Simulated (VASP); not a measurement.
Write the native input for VASP 6.6.1 that does the following.

* Task: single point
* Functional: PBE
* Potentials or basis: VASP PAW PBE potentials, release 64 (Al, N)
* Cutoff: 520 eV
* k mesh: 5 × 3 × 1
* Occupations: gaussian, width 0.1 eV
* Spin: no spin polarisation
* Dipole correction: yes
* Further INCAR settings: LREAL = Auto; ALGO = Normal; EDIFF = 1e-06; NBANDS = 48

The structure of Al9N lies in POSCAR:

```
Al9N
1.0
    5.7070863110      0.0000000000      0.0000000000
   -1.4267715777      9.7014842372      0.0000000000
    0.0000000000      0.0000000000     22.7903703877
Al N
18 2
Direct
    0.2662216041      0.0648864163      0.1755127245
    0.7662216041      0.0648864163      0.1755127245
    0.3354806058      0.3419224231      0.2192029851
    0.8354806058      0.3419224231      0.2192029851
    0.1493324061      0.5973296244      0.2279410371
    0.6493324061      0.5973296244      0.2279410371
    0.4631842064      0.8527368258      0.2366790893
    0.9631842064      0.8527368258      0.2366790893
    0.0319772075      0.1277109158      0.2808262501
    0.5319772075      0.1277109158      0.2808262501
    0.0997917578      0.4042231245      0.3301071117
    0.5997917578      0.4042231245      0.3301071117
    0.4144000538      0.6596656467      0.3369822073
    0.9144000538      0.6596656467      0.3369822073
    0.2263076930      0.9110819227      0.3449259125
    0.7263076930      0.9110819227      0.3449259125
    0.2962427187      0.1814071959      0.3857054641
    0.7962427187      0.1814071959      0.3857054641
    0.2836524675      0.9110819227      0.4208080090
    0.6689629184      0.9110819227      0.4208080090
```

One way to write it, as run:

INCAR

```
ALGO = Normal
DIPOL = 0.5 0.5 0.296
EDIFF = 1E-6
ENCUT = 520
GGA = PE
IDIPOL = 3
ISIF = 2
ISMEAR = 0
LASPH = True
LCHARG = False
LDIPOL = True
LREAL = Auto
LWAVE = False
NBANDS = 48
NELM = 80
PREC = Accurate
SIGMA = 0.1
```

KPOINTS

```
k-points
0
Gamma
  5 3 1
```

Potentials or basis: VASP PAW PBE potentials, release 64 (Al, N).

Launch:

```console
$ cat potpaw_PBE.64/Al/POTCAR potpaw_PBE.64/N/POTCAR > POTCAR
$ mpirun -np 1 vasp_std > vasp.out
```

It gave:

| Property | Result |
| --- | --- |
| Largest force | 2.588 eV/Å |
| Band gap on the k mesh | zero (bands 32 and 33 overlap by 0.26 eV) |

Run time: 34 min on 1 thread of Intel(R) Xeon(R) Platinum 8488C (Sapphire Rapids) (shared host), peak memory 1.2 GiB.
